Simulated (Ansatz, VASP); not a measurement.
## AlGaN2 in VASP and in Ansatz

POSCAR

```
AlGaN2
1.0
    3.1815252811      0.0000000000      0.0000000000
    0.0000000000      3.1815252811      0.0000000000
    0.0000000000      0.0000000000      4.3036267180
Al Ga N
1 1 2
Direct
    0.5000000000      0.5000000000      0.5000000000
    0.0000000000      0.0000000000      0.0000000000
    0.5000000000      0.0000000000      0.7390831718
    0.0000000000      0.5000000000      0.2609168282
```

Contents of INCAR.step1:

```
PREC = Accurate ; ENCUT = 520
ISMEAR = 0 ; SIGMA = 0.05
LREAL = False ; LASPH = True
NELM = 80 ; NBANDS = 21
GGA = PE ; ALGO = Normal
EDIFF = 1E-4 ; LWAVE = True
LCHARG = False
```

Contents of INCAR.step2:

```
PREC = Accurate ; ENCUT = 520
EDIFF = 1E-6 ; ISMEAR = 0
SIGMA = 0.05 ; LREAL = False
LASPH = True ; NELM = 80
ALGO = Normal ; ISIF = 2
LWAVE = False ; LCHARG = True
METAGGA = R2SCAN ; LMIXTAU = True
LELF = True ; LVHAR = True
NBANDS = 21 ; ISTART = 1
```

File KPOINTS:

```
Automatic mesh
0
Gamma
  8 8 6
```

Input for Ansatz:

```yaml
crystal:
  lattice:
    - [3.1815252811, 0.0, 0.0]
    - [0.0, 3.1815252811, 0.0]
    - [0.0, 0.0, 4.303626718]
  atoms:
    - { symbol: Al, position: [0.5, 0.5, 0.5] }
    - { symbol: Ga, position: [0.0, 0.0, 0.0] }
    - { symbol: "N", position: [0.5, 0.0, 0.7390831718] }
    - { symbol: "N", position: [0.0, 0.5, 0.2609168282] }
basis:
  ecutwfc: 500
kpoints:
  mp_grid: { grid: [8, 8, 6] }
hamiltonian:
  xc: r2scan
scf:
  occupations: { method: gaussian, width: 0.05 }
output:
  forces: true
  stress: true
  eigenvalues: true
```

Alike in both runs: task single point; functional r2SCAN; k mesh 8 × 8 × 6; occupations gaussian, width 0.05 eV; no spin polarisation.

|  | VASP | Ansatz |
| --- | --- | --- |
| version | VASP 6.6.1 | Ansatz 0.2.0 |
| potentials or method | VASP PAW PBE potentials, release 64 (Al, Ga_d, N), cutoff 520 eV | scalar-relativistic, plane waves, PAW |
| valence electrons in the cell | 26 | 26 |

Ansatz gave:

- gap on the k mesh at the Fermi level (eV): 3.41
- least direct gap on the mesh (eV): 3.41
- pressure (GPa): -0.2
- traceless stress, the component that is largest in VASP (GPa): 3.39
- rms of the force components (eV/Å): 0.028

Task: What did VASP give for the same quantities?

Result: gap on the k mesh at the Fermi level (eV): 3.42; least direct gap on the mesh (eV): 3.42; pressure (GPa): 0.1; traceless stress, the component that is largest in VASP (GPa): 3.42; rms of the force components (eV/Å): 0.064.

VASP's potentials were made for PBE, not for r2SCAN. Atom by atom the forces differ by 0.036 eV/Å (rms over components). With one functional, cell and mesh, what is left measures potentials, basis and numerics.
